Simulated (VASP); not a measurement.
# MgS (P6_3/mmc) in VASP: single point with LDA

Aim: the single point of MgS with LDA.

All numbers are computed with VASP 6.6.1; they aren't measurements. Logs are shortened: lines on timing, memory, paths and dates and some standing lists are left out, and cuts for length are marked.

## Step 1: The cell of the first run

The structure is hexagonal, space group P6_3/mmc (No. 194). Conventional cell: a = 3.718 Å, b = 3.718 Å, c = 4.537 Å, α = 90.00°, β = 90.00°, γ = 120.00°. Mg (site symmetry -6m2) has 5 S at 2.15 to 2.27 Å within 2.8 Å. S (site symmetry -6m2) has 5 Mg at 2.15 to 2.27 Å within 2.8 Å.

## Step 2: Single point, LDA

INCAR reads:

```
ALGO = Normal
EDIFF = 1E-6
ENCUT = 840
GGA = CA
GGA_COMPAT = F
ISIF = 2
ISMEAR = 0
LASPH = T
LCHARG = F
LREAL = F
LWAVE = F
NBANDS = 24
NELM = 120
PREC = Accurate
SIGMA = 0.01
```

KPOINTS reads:

```
k-points
0
Gamma
  6 6 4
```

POSCAR reads:

```
MgS
1.0
    3.7180672384     -0.0000000027      0.0000000000
   -1.8590336169      3.2199406827      0.0000000000
    0.0000000000      0.0000000000      4.5369398486
Mg S
2 2
Direct
    0.6666666667      0.3333333333      0.4374994472
    0.3333333333      0.6666666667      0.9374994472
    0.3333333333      0.6666666667      0.4374995528
    0.6666666667      0.3333333333      0.9374995528
```

Potentials or basis: VASP PAW LDA potentials, release 64 (Mg_sv, S).

On the command line:

```console
$ cat potpaw_LDA.64/Mg_sv/POTCAR potpaw_LDA.64/S/POTCAR > POTCAR
$ mpirun -np 1 vasp_std > vasp.out
```

OUTCAR:

```text
EDIFF = 1E-6
   ENCUT = 840
   GGA = CA
   ISIF = 2
   ISMEAR = 0
   LASPH = T
   LREAL = F
   NELM = 120
   PREC = Accurate

 ion  position               nearest neighbor table
   1  0.667  0.333  0.437-   3 2.15   3 2.15   3 2.15   4 2.27   4 2.27
   2  0.333  0.667  0.937-   4 2.15   4 2.15   4 2.15   3 2.27   3 2.27
   3  0.333  0.667  0.437-   1 2.15   1 2.15   1 2.15   2 2.27   2 2.27
   4  0.667  0.333  0.937-   2 2.15   2 2.15   2 2.15   1 2.27   1 2.27

  LATTYP: Found a hexagonal cell.
 ALAT       =     3.7180672384
 C/A-ratio  =     1.2202414743

  Lattice vectors:

 A1 = (   3.7180672384,  -0.0000000027,   0.0000000000)
 A2 = (  -1.8590336169,   3.2199406827,   0.0000000000)
 A3 = (   0.0000000000,   0.0000000000,   4.5369398486)

Analysis of symmetry for initial positions (statically):
=====================================================================
 Subroutine PRICEL returns:
 Original cell was already a primitive cell.

 Routine SETGRP: Setting up the symmetry group for a
 hexagonal supercell.

 Subroutine GETGRP returns: Found 24 space group operations
 (whereof  6 operations were pure point group operations)
 out of a pool of 24 trial point group operations.

The static configuration has the point symmetry C_3v.
 The point group associated with its full space group is D_6h.

Analysis of symmetry for dynamics (positions and initial velocities):
=====================================================================
 Subroutine PRICEL returns:
 Original cell was already a primitive cell.

 Routine SETGRP: Setting up the symmetry group for a
 hexagonal supercell.

 Subroutine GETGRP returns: Found 24 space group operations
 (whereof  6 operations were pure point group operations)
 out of a pool of 24 trial point group operations.

The dynamic configuration has the point symmetry C_3v.
 The point group associated with its full space group is D_6h.

 Subroutine INISYM returns: Found 24 space group operations
 (whereof  6 operations are pure point group operations),
 and found     1 'primitive' translations

----------------------------------------------------------------------------------------

                                     Primitive cell

  volume of cell :      54.3160

  direct lattice vectors                    reciprocal lattice vectors
     3.718067238 -0.000000003  0.000000000     0.268956944  0.155282364  0.000000000
    -1.859033617  3.219940683  0.000000000     0.000000000  0.310564727  0.000000000
     0.000000000  0.000000000  4.536939849     0.000000000  0.000000000  0.220412885

  length of vectors
     3.718067238  3.718067238  4.536939849     0.310564727  0.310564727  0.220412885

  position of ions in fractional coordinates (direct lattice)
     0.666666667  0.333333333  0.437499447
     0.333333333  0.666666667  0.937499447
     0.333333333  0.666666667  0.437499553
     0.666666667  0.333333333  0.937499553

  ion indices of the primitive-cell ions
   primitive index   ion index
                 1           1
                 2           2
                 3           3
                 4           4

----------------------------------------------------------------------------------------

 KPOINTS: k-points

Automatic generation of k-mesh.
 Grid dimensions read from file:
 generate k-points for:    6    6    4

 Generating k-lattice:

  Cartesian coordinates                     Fractional coordinates (reciprocal lattice)
     0.044826157  0.025880394  0.000000000     0.166666667  0.000000000  0.000000000
     0.000000000  0.051760788  0.000000000    -0.000000000  0.166666667  0.000000000
     0.000000000  0.000000000  0.055103221     0.000000000  0.000000000  0.250000000

  Length of vectors
     0.051760788  0.051760788  0.055103221

  Shift w.r.t. Gamma in fractional coordinates (k-lattice)
     0.000000000  0.000000000  0.000000000

 Subroutine IBZKPT returns following result:
 ===========================================

 Found     21 irreducible k-points:

 Following reciprocal coordinates:
            Coordinates               Weight
  0.000000  0.000000  0.000000      1.000000
  0.166667  0.000000  0.000000      6.000000
  0.333333 -0.000000  0.000000      6.000000
  0.500000  0.000000  0.000000      3.000000
  0.166667  0.166667  0.000000      6.000000
  0.333333  0.166667  0.000000     12.000000
[... 13 lines left out ...]
  0.333333  0.166667  0.500000     12.000000
  0.333333  0.333333  0.500000      2.000000
   k-points           NKPTS =     21   k-points in BZ     NKDIM =     21   number of bands    NBANDS=     24
   number of dos      NEDOS =    301   number of ions     NIONS =      4
   total plane-waves  NPLWV =  62208
   dimension x,y,z NGX =    36 NGY =   36 NGZ =   48
   dimension x,y,z NGXF=    72 NGYF=   72 NGZF=   96
   ions per type =               2   2
   NGX,Y,Z   is equivalent  to a cutoff of  16.10, 16.10, 17.59 a.u.
   NGXF,Y,Z  is equivalent  to a cutoff of  32.19, 32.19, 35.18 a.u.
 SYSTEM =  unknown system
   PREC   = accura    normal or accurate (medium, high low for compatibility)
   ISTART =      0    job   : 0-new  1-cont  2-samecut
   ICHARG =      2    charge: 1-file 2-atom 10-const
   ISPIN  =      1    spin polarized calculation?
   LNONCOLLINEAR =      F non collinear calculations
   LSORBIT =      F    spin-orbit coupling
   LASPH  =      T    aspherical Exc in radial PAW
   ENCUT  =  840.0 eV  61.74 Ry    7.86 a.u.   8.79  8.79 10.72*2*pi/ulx,y,z
   NELM   =    120;   NELMIN=  2; NELMDL= -5     # of ELM steps
   EDIFF  = 0.1E-05   stopping-criterion for ELM
   LREAL  =      F    real-space projection
   EDIFFG = 0.1E-04   stopping-criterion for IOM
   NSW    =      0    number of steps for IOM
   IBRION =     -1    ionic relax: 0-MD 1-quasi-New 2-CG
   NFREE  =      0    steps in history (QN), initial steepest desc. (CG)
   ISIF   =      2    stress and relaxation
   ISYM   =      2    0-nonsym 1-usesym 2-fastsym
   POTIM  = 0.5000    time-step for ionic-motion
   TEBEG  =    0.0;   TEEND  =   0.0 temperature during run
   PSTRESS=    0.0 pullay stress
   NELECT =      32.0000    total number of electrons
   NUPDOWN=      -1.0000    fix difference up-down
   EMIN   =  10.00;   EMAX   =-10.00  energy-range for DOS
   EFERMI =   0.00;   METHOD = LEGACY
   ISMEAR =     0;   SIGMA  =   0.01  broadening in eV -4-tet -1-fermi 0-gaus
   EFERMI_NEDOS =   21; number of points for ismear=-14 and -15
   IALGO  =     38    algorithm
   IMIX   =      4    mixing-type and parameters
     AMIX     =   0.40;   BMIX     =  1.00
     AMIX_MAG =   1.60;   BMIX_MAG =  1.00
  volume/ion in A,a.u.               =      13.58        91.64
  Fermi-wavevector in a.u.,A,eV,Ry     =   1.372404  2.593468 25.626491  1.883494
  Thomas-Fermi vector in A             =   2.498014
   LORBIT       =      0    0 simple, 1 ext, 2 COOP (PROOUT), +10 PAW based schemes
   GGA     = CA    functional components
   LHFCALC =     F    Hartree Fock is set to
   AEXX    =    0.0000 exact exchange contribution
   IVDW    =     0    specifies the selected vdW correction
   LEPSILON=     F    determine dielectric tensor
   LRPA    =     F    only Hartree local field effects (RPA)
 non-spin polarized calculation
 Gauss-broadening in eV      SIGMA  =   0.01
  energy-cutoff  :      840.00
  volume of cell :       54.32
 maximum number of plane-waves:      3039
 NGX is ok and might be reduce to    36
   NGX = 17   NGY = 17   NGZ = 21

 number of electron      32.0000020 magnetization

 Free energy of the ion-electron system (eV)
  ---------------------------------------------------
  ext. energy  EPLUGINS =         0.00000000
  ---------------------------------------------------
  free energy    TOTEN  =       -14.98062122 eV

  energy without entropy =      -14.98062122  energy(sigma->0) =      -14.98062122

 E-fermi :   6.4836     XC(G=0): -11.1194

 val. band max:        6.4267317699   @ k =   0.0000   0.0000   0.0000
 cond. band min:       8.9437986780   @ k =   0.5000   0.0000   0.0000
 fundamental gap:      2.5170669080
 Fermi energy:         6.4836410760

 k-point     1 :       0.0000    0.0000    0.0000
  band No.  band energies     occupation
      1     -67.2952      2.00000
      2     -67.2894      2.00000
      3     -34.8172      2.00000
      4     -34.8172      2.00000
      5     -34.8125      2.00000
      6     -34.8009      2.00000
[... 16 lines left out ...]
     23      14.8868      0.00000
     24      14.8868      0.00000

 k-point     2 :       0.1667    0.0000    0.0000
  band No.  band energies     occupation
      1     -67.2946      2.00000
      2     -67.2894      2.00000
      3     -34.8187      2.00000
      4     -34.8184      2.00000
      5     -34.8095      2.00000
      6     -34.8037      2.00000
[... 16 lines left out ...]
     23      14.5538      0.00000
     24      15.7262      0.00000

 k-point     3 :       0.3333   -0.0000    0.0000
  band No.  band energies     occupation
      1     -67.2935      2.00000
      2     -67.2902      2.00000
      3     -34.8220      2.00000
      4     -34.8206      2.00000
      5     -34.8096      2.00000
      6     -34.8022      2.00000
[... 16 lines left out ...]
     23      16.2919      0.00000
     24      17.8307      0.00000
[... 433 lines left out ...]
 k-point    20 :       0.3333    0.1667    0.5000
  band No.  band energies     occupation
      1     -67.2918      2.00000
      2     -67.2918      2.00000
      3     -34.8273      2.00000
      4     -34.8273      2.00000
      5     -34.8122      2.00000
      6     -34.8122      2.00000
[... 16 lines left out ...]
     23      16.6077      0.00000
     24      16.6077      0.00000

 k-point    21 :       0.3333    0.3333    0.5000
  band No.  band energies     occupation
      1     -67.2918      2.00000
      2     -67.2918      2.00000
      3     -34.8281      2.00000
      4     -34.8281      2.00000
      5     -34.8138      2.00000
      6     -34.8138      2.00000
[... 16 lines left out ...]
     23      15.9904      0.00000
     24      15.9904      0.00000

------------------------ aborting loop because EDIFF is reached ----------------------------------------

  FORCE on cell =-STRESS in cart. coord.  units (eV):
  Direction    XX          YY          ZZ          XY          YZ          ZX
  --------------------------------------------------------------------------------------
  -------------------------------------------------------------------------------------
  Total       20.5015706     20.5015706     20.4719813     -0.0000000      0.0000000      0.0000000
  in kB      604.7412353    604.7412352    603.8684330     -0.0000000      0.0000000      0.0000000
  external PRESSURE =     604.4503012 kB  Pullay stress =       0.0000000 kB

 VOLUME and BASIS-vectors are now :
 -----------------------------------------------------------------------------
  energy-cutoff  :      840.00
  volume of cell :       54.32
      direct lattice vectors                 reciprocal lattice vectors
     3.718067238 -0.000000003  0.000000000     0.268956944  0.155282364  0.000000000
    -1.859033617  3.219940683  0.000000000     0.000000000  0.310564727  0.000000000
     0.000000000  0.000000000  4.536939849     0.000000000  0.000000000  0.220412885

 POSITION                                       TOTAL-FORCE (eV/Angst)
 -----------------------------------------------------------------------------------
      1.85903      1.07331      1.98491         0.000000     -0.000000     -0.000000
      0.00000      2.14663      4.25338        -0.000000      0.000000     -0.000000
      0.00000      2.14663      1.98491         0.000000     -0.000000      0.000000
      1.85903      1.07331      4.25338        -0.000000      0.000000     -0.000000
 -----------------------------------------------------------------------------------
    total drift:                               -0.000000      0.000000     -0.000388

  FREE ENERGIE OF THE ION-ELECTRON SYSTEM (eV)
  ---------------------------------------------------
  free  energy   TOTEN  =       -14.9806212215 eV

  energy  without entropy=      -14.9806212215  energy(sigma->0) =      -14.98062122
```

It took 64 s on 1 thread of AMD EPYC 7R43 (Zen 3), shared host; peak memory 0.18 GiB.

What came out:

```yaml
Free_energy: -14.9806 eV
Pressure: 60.4 GPa
Band_gap_on_the_k_mesh: 2.52 eV (least direct gap 3.44 eV)
```

Stress tensor (GPa, compression positive):
```
60.47  0.00  0.00
 0.00 60.47  0.00
 0.00  0.00 60.39
```

Levels at points of the mesh, in eV from the valence-band top:
| k point | band 13 | band 14 | band 15 | band 16 | band 17 | band 18 | band 19 | band 20 |
| --- | --- | --- | --- | --- | --- | --- | --- | --- |
| (0.00, 0.00, 0.00) | -3.46 | -1.69 | -1.69 | 0.00 | 3.44 | 4.48 | 5.92 | 5.92 |
| (0.50, 0.00, 0.00) | -4.50 | -3.73 | -3.11 | -1.22 | 2.52 | 5.14 | 5.47 | 6.62 |
| (0.00, 0.00, 0.50) | -2.64 | -2.64 | -2.64 | -2.64 | 5.25 | 5.25 | 5.42 | 5.42 |
| (0.50, 0.00, 0.50) | -3.29 | -3.29 | -1.79 | -1.79 | 4.32 | 4.32 | 6.97 | 6.97 |

Caveat: the cell stands under pressure.
